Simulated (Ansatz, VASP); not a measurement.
**Cr: VASP beside Ansatz**

```
CELL_PARAMETERS angstrom
2.98019 0.00000 0.00000
0.00000 2.98019 0.00000
0.00000 0.00000 2.98128
ATOMIC_POSITIONS crystal
Cr 0.00000 0.00000 0.00000
Cr 0.50000 0.50000 0.50000
```

Alike in both runs: task single point; functional RPBE; k mesh 12 × 12 × 12; occupations fermi-dirac, width 0.05 eV; collinear spin.

|  | VASP | Ansatz |
| --- | --- | --- |
| version | VASP 6.6.1 | Ansatz 0.2.0 |
| potentials or method | VASP PAW PBE potentials, release 64 (Cr_pv), cutoff 520 eV | plane waves (420 eV) with PAW, scalar-relativistic |
| valence electrons in the cell | 24 | 28 |

```csv
,VASP,Ansatz,Ansatz less VASP
pressure (GPa),-7.6,-8.0,-0.38
"traceless stress, the component that is largest in VASP (GPa)",-0.07,-0.07,0.000
net moment per atom (μB),0.00,0.00,0.000
size of the moment on the site where the two differ most (μB),2.02,1.90,-0.114
```

VASP's potentials were made for PBE, not for RPBE. Site moments also hang on the region over which each program counts them. With one functional, cell and mesh, what is left measures potentials, basis and numerics. VASP's potentials hold 24 valence electrons a cell and Ansatz's 28, so a difference there can come from the potentials and not from the codes.
